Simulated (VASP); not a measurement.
# In3P4 in VASP: single point with PBEsol

Aim: the single point of In3P4 with PBEsol.

All numbers are computed with VASP 6.6.1; they aren't measurements. Logs are shortened: lines on timing, memory, paths and dates and some standing lists are left out, and cuts for length are marked.

### 1 The cell of the first run

The cell holds a slab with vacuum, 7 atoms: a = 4.157 Å, b = 4.157 Å, c = 23.817 Å, α = 90.00°, β = 90.00°, γ = 90.00°.

### 2 Single point, PBEsol

INCAR reads:

```
PREC = Accurate
ENCUT = 520
EDIFF = 1E-6
ISMEAR = 0
SIGMA = 0.05
LREAL = F
LASPH = T
NELM = 100
ALGO = Normal
ISIF = 2
LWAVE = F
LCHARG = T
LDIPOL = T
IDIPOL = 3
DIPOL = 0.5 0.5 0.500
GGA = PS
LELF = T
LVHAR = T
LVACPOTAV = T
NBANDS = 38
```

KPOINTS reads:

```
regular mesh
0
Gamma
  8 8 1
```

POSCAR reads:

```
In3P4
1.0
    4.1565024009      0.0000000000      0.0000000000
    0.0000000000      4.1565024009      0.0000000000
    0.0000000000      0.0000000000     23.8172731011
P In
4 3
Direct
    0.0000000000      0.5000000000      0.3148975102
    0.5000000000      0.0000000000      0.4382991701
    0.0000000000      0.5000000000      0.5617008299
    0.5000000000      0.0000000000      0.6851024898
    0.5000000000      0.5000000000      0.3765983402
    0.0000000000      0.0000000000      0.5000000000
    0.5000000000      0.5000000000      0.6234016598
```

Potentials or basis: VASP PAW PBE potentials, release 64 (P, In_d).

The run is started by

```bash
$ cat potpaw_PBE.64/P/POTCAR potpaw_PBE.64/In_d/POTCAR > POTCAR
$ mpirun -np 1 vasp_std > vasp.out
```

OUTCAR:

```text
PREC = Accurate
   ENCUT = 520
   EDIFF = 1E-6
   ISMEAR = 0
   LREAL = F
   LASPH = T
   NELM = 100
   ISIF = 2
   GGA = PS

 ion  position               nearest neighbor table
   1  0.000  0.500  0.315-   5 2.55   5 2.55
   2  0.500  0.000  0.438-   6 2.55   6 2.55   5 2.55   5 2.55
   3  0.000  0.500  0.562-   6 2.55   6 2.55   7 2.55   7 2.55
   4  0.500  0.000  0.685-   7 2.55   7 2.55
   5  0.500  0.500  0.377-   2 2.55   2 2.55   1 2.55   1 2.55
   6  0.000  0.000  0.500-   2 2.55   3 2.55   3 2.55   2 2.55
   7  0.500  0.500  0.623-   3 2.55   3 2.55   4 2.55   4 2.55

  LATTYP: Found a simple tetragonal cell.
 ALAT       =     4.1565024009
 C/A-ratio  =     5.7301237444

  Lattice vectors:

 A1 = (   4.1565024009,   0.0000000000,   0.0000000000)
 A2 = (   0.0000000000,   4.1565024009,   0.0000000000)
 A3 = (   0.0000000000,   0.0000000000,  23.8172731011)

Analysis of symmetry for initial positions (statically):
=====================================================================
 Subroutine PRICEL returns:
 Original cell was already a primitive cell.

 Routine SETGRP: Setting up the symmetry group for a
 simple tetragonal supercell.

 Subroutine GETGRP returns: Found  8 space group operations
 (whereof  8 operations were pure point group operations)
 out of a pool of 16 trial point group operations.

The static configuration has the point symmetry D_2d.

Analysis of symmetry for dynamics (positions and initial velocities):
=====================================================================
 Subroutine PRICEL returns:
 Original cell was already a primitive cell.

 Routine SETGRP: Setting up the symmetry group for a
 simple tetragonal supercell.

 Subroutine GETGRP returns: Found  8 space group operations
 (whereof  8 operations were pure point group operations)
 out of a pool of 16 trial point group operations.

The dynamic configuration has the point symmetry D_2d.

 Subroutine INISYM returns: Found  8 space group operations
 (whereof  8 operations are pure point group operations),
 and found     1 'primitive' translations

----------------------------------------------------------------------------------------

                                     Primitive cell

  volume of cell :     411.4794

  direct lattice vectors                    reciprocal lattice vectors
     4.156502401  0.000000000  0.000000000     0.240586893  0.000000000  0.000000000
     0.000000000  4.156502401  0.000000000     0.000000000  0.240586893  0.000000000
     0.000000000  0.000000000 23.817273101     0.000000000  0.000000000  0.041986335

  length of vectors
     4.156502401  4.156502401 23.817273101     0.240586893  0.240586893  0.041986335

  position of ions in fractional coordinates (direct lattice)
     0.000000000  0.500000000  0.314897510
     0.500000000  0.000000000  0.438299170
     0.000000000  0.500000000  0.561700830
     0.500000000  0.000000000  0.685102490
     0.500000000  0.500000000  0.376598340
     0.000000000  0.000000000  0.500000000
     0.500000000  0.500000000  0.623401660

  ion indices of the primitive-cell ions
   primitive index   ion index
                 1           1
                 2           2
                 3           3
                 4           4
                 5           5
                 6           6
                 7           7

----------------------------------------------------------------------------------------

 KPOINTS: regular mesh

Automatic generation of k-mesh.
 Grid dimensions read from file:
 generate k-points for:    8    8    1

 Generating k-lattice:

  Cartesian coordinates                     Fractional coordinates (reciprocal lattice)
     0.030073362  0.000000000  0.000000000     0.125000000  0.000000000  0.000000000
     0.000000000  0.030073362  0.000000000     0.000000000  0.125000000  0.000000000
     0.000000000  0.000000000  0.041986335     0.000000000  0.000000000  1.000000000

  Length of vectors
     0.030073362  0.030073362  0.041986335

  Shift w.r.t. Gamma in fractional coordinates (k-lattice)
     0.000000000  0.000000000  0.000000000

 Subroutine IBZKPT returns following result:
 ===========================================

 Found     15 irreducible k-points:

 Following reciprocal coordinates:
            Coordinates               Weight
  0.000000  0.000000  0.000000      1.000000
  0.125000  0.000000  0.000000      4.000000
  0.250000  0.000000  0.000000      4.000000
  0.375000  0.000000  0.000000      4.000000
  0.500000  0.000000  0.000000      2.000000
  0.125000  0.125000  0.000000      4.000000
  0.250000  0.125000  0.000000      8.000000
  0.375000  0.125000  0.000000      8.000000
  0.500000  0.125000  0.000000      4.000000
  0.250000  0.250000  0.000000      4.000000
  0.375000  0.250000  0.000000      8.000000
  0.500000  0.250000  0.000000      4.000000
  0.375000  0.375000  0.000000      4.000000
  0.500000  0.375000  0.000000      4.000000
  0.500000  0.500000  0.000000      1.000000
   k-points           NKPTS =     15   k-points in BZ     NKDIM =     15   number of bands    NBANDS=     38
   number of dos      NEDOS =    301   number of ions     NIONS =      7
   total plane-waves  NPLWV = 184320
   dimension x,y,z NGX =    32 NGY =   32 NGZ =  180
   dimension x,y,z NGXF=    64 NGYF=   64 NGZF=  360
   ions per type =               4   3
   NGX,Y,Z   is equivalent  to a cutoff of  12.80, 12.80, 12.56 a.u.
   NGXF,Y,Z  is equivalent  to a cutoff of  25.60, 25.60, 25.13 a.u.
 SYSTEM =  unknown system
   PREC   = accura    normal or accurate (medium, high low for compatibility)
   ISTART =      0    job   : 0-new  1-cont  2-samecut
   ICHARG =      2    charge: 1-file 2-atom 10-const
   ISPIN  =      1    spin polarized calculation?
   LNONCOLLINEAR =      F non collinear calculations
   LSORBIT =      F    spin-orbit coupling
   LASPH  =      T    aspherical Exc in radial PAW
   ENCUT  =  520.0 eV  38.22 Ry    6.18 a.u.   7.73  7.73 44.28*2*pi/ulx,y,z
   NELM   =    100;   NELMIN=  2; NELMDL= -5     # of ELM steps
   EDIFF  = 0.1E-05   stopping-criterion for ELM
   LREAL  =      F    real-space projection
   EDIFFG = 0.1E-04   stopping-criterion for IOM
   NSW    =      0    number of steps for IOM
   IBRION =     -1    ionic relax: 0-MD 1-quasi-New 2-CG
   NFREE  =      0    steps in history (QN), initial steepest desc. (CG)
   ISIF   =      2    stress and relaxation
   ISYM   =      2    0-nonsym 1-usesym 2-fastsym
   POTIM  = 0.5000    time-step for ionic-motion
   TEBEG  =    0.0;   TEEND  =   0.0 temperature during run
   PSTRESS=    0.0 pullay stress
   NELECT =      59.0000    total number of electrons
   NUPDOWN=      -1.0000    fix difference up-down
   EMIN   =  10.00;   EMAX   =-10.00  energy-range for DOS
   EFERMI =   0.00;   METHOD = LEGACY
   ISMEAR =     0;   SIGMA  =   0.05  broadening in eV -4-tet -1-fermi 0-gaus
   EFERMI_NEDOS =   21; number of points for ismear=-14 and -15
   IALGO  =     38    algorithm
   IMIX   =      4    mixing-type and parameters
     AMIX     =   0.40;   BMIX     =  1.00
     AMIX_MAG =   1.60;   BMIX_MAG =  1.00
  volume/ion in A,a.u.               =      58.78       396.69
  Fermi-wavevector in a.u.,A,eV,Ry     =   0.856859  1.619229  9.989502  0.734208
  Thomas-Fermi vector in A             =   1.973825
   LORBIT       =      0    0 simple, 1 ext, 2 COOP (PROOUT), +10 PAW based schemes
   GGA     = PS    functional components
   LHFCALC =     F    Hartree Fock is set to
   AEXX    =    0.0000 exact exchange contribution
   IVDW    =     0    specifies the selected vdW correction
   LEPSILON=     F    determine dielectric tensor
   LRPA    =     F    only Hartree local field effects (RPA)
 non-spin polarized calculation
 Gauss-broadening in eV      SIGMA  =   0.05
  energy-cutoff  :      520.00
  volume of cell :      411.48
 maximum number of plane-waves:     11108
 NGX is ok and might be reduce to    32
   NGX = 15   NGY = 15   NGZ = 89

 number of electron      58.9999988 magnetization

 dipolmoment           0.000000      0.000000     -0.000000 electrons x Angstroem

 Free energy of the ion-electron system (eV)
  ---------------------------------------------------
  ext. energy  EPLUGINS =         0.00000000
  ---------------------------------------------------
  free energy    TOTEN  =       -28.82888490 eV

  energy without entropy =      -28.81531428  energy(sigma->0) =      -28.82209959

 E-fermi :  -1.5867     XC(G=0):  -4.7503

 val. band max:       -1.5876914482   @ k =   0.2500   0.1250   0.0000
 cond. band min:      -1.5695884584   @ k =   0.1250   0.1250   0.0000
 fundamental gap:      0.0181029898
 Fermi energy:        -1.5866907661

 k-point     1 :       0.0000    0.0000    0.0000
  band No.  band energies     occupation
      1     -15.6751      2.00000
      2     -15.5144      2.00000
      3     -15.5144      2.00000
      4     -15.4358      2.00000
      5     -15.3893      2.00000
      6     -15.3423      2.00000
[... 30 lines left out ...]
     37       2.2079      0.00000
     38       3.5275      0.00000

 k-point     2 :       0.1250    0.0000    0.0000
  band No.  band energies     occupation
      1     -15.6684      2.00000
      2     -15.5291      2.00000
      3     -15.5136      2.00000
      4     -15.4325      2.00000
      5     -15.3929      2.00000
      6     -15.3322      2.00000
[... 30 lines left out ...]
     37       2.6022      0.00000
     38       3.4033      0.00000

 k-point     3 :       0.2500    0.0000    0.0000
  band No.  band energies     occupation
      1     -15.6538      2.00000
      2     -15.5612      2.00000
      3     -15.5117      2.00000
      4     -15.4250      2.00000
      5     -15.4017      2.00000
      6     -15.3140      2.00000
[... 30 lines left out ...]
     37       3.5746      0.00000
[... 412 lines left out ...]
 k-point    14 :       0.5000    0.3750    0.0000
  band No.  band energies     occupation
      1     -15.6554      2.00000
      2     -15.6483      2.00000
      3     -15.4687      2.00000
      4     -15.4344      2.00000
      5     -15.4003      2.00000
      6     -15.2849      2.00000
[... 30 lines left out ...]
     37       3.2797      0.00000
     38       3.4164      0.00000

 k-point    15 :       0.5000    0.5000    0.0000
  band No.  band energies     occupation
      1     -15.6585      2.00000
      2     -15.6585      2.00000
      3     -15.4587      2.00000
      4     -15.4379      2.00000
      5     -15.3977      2.00000
      6     -15.2822      2.00000
[... 30 lines left out ...]
     37       3.1101      0.00000
     38       3.1101      0.00000

------------------------ aborting loop because EDIFF is reached ----------------------------------------

  FORCE on cell =-STRESS in cart. coord.  units (eV):
  Direction    XX          YY          ZZ          XY          YZ          ZX
  --------------------------------------------------------------------------------------
  -------------------------------------------------------------------------------------
  Total       -2.2938719     -2.2938719     -0.5118675      0.0000000      0.0000000      0.0000000
  in kB       -8.9316487     -8.9316487     -1.9930583      0.0000000      0.0000000      0.0000000
  external PRESSURE =      -6.6187852 kB  Pullay stress =       0.0000000 kB

 VOLUME and BASIS-vectors are now :
 -----------------------------------------------------------------------------
  energy-cutoff  :      520.00
  volume of cell :      411.48
      direct lattice vectors                 reciprocal lattice vectors
     4.156502401  0.000000000  0.000000000     0.240586893  0.000000000  0.000000000
     0.000000000  4.156502401  0.000000000     0.000000000  0.240586893  0.000000000
     0.000000000  0.000000000 23.817273101     0.000000000  0.000000000  0.041986335

 POSITION                                       TOTAL-FORCE (eV/Angst)
 -----------------------------------------------------------------------------------
      0.00000      2.07825      7.50000         0.000000     -0.000000      0.255125
      2.07825      0.00000     10.43909         0.000000     -0.000000      0.277626
      0.00000      2.07825     13.37818         0.000000     -0.000000     -0.277626
      2.07825      0.00000     16.31727         0.000000     -0.000000     -0.255125
      2.07825      2.07825      8.96955         0.000000      0.000000     -0.438500
      0.00000      0.00000     11.90864         0.000000     -0.000000      0.000000
      2.07825      2.07825     14.84773        -0.000000      0.000000      0.438500
 -----------------------------------------------------------------------------------
    total drift:                                0.000000     -0.000000      0.000000

  FREE ENERGIE OF THE ION-ELECTRON SYSTEM (eV)
  ---------------------------------------------------
  free  energy   TOTEN  =       -28.8288848954 eV

  energy  without entropy=      -28.8153142780  energy(sigma->0) =      -28.82209959

 vacuum level on the upper side and lower side of the slab         4.538         4.538
```

It took 4.1 min on 1 thread of Intel Xeon 6975P-C, shared host; peak memory 0.52 GiB.

Results:

- Free energy: -28.8289 eV
- Largest force: 0.439 eV/Å

Forces in eV/Å, atoms in the order of the input:
```
P    0.000  0.000  0.255
P    0.000  0.000  0.278
P    0.000  0.000 -0.278
P    0.000  0.000 -0.255
In   0.000  0.000 -0.439
In   0.000  0.000  0.000
In   0.000  0.000  0.439
```

Caveat: the PAW data sets were made with another functional, which shifts forces and pressure a little; spin-orbit coupling is left out, which moves the levels of the heavy elements.
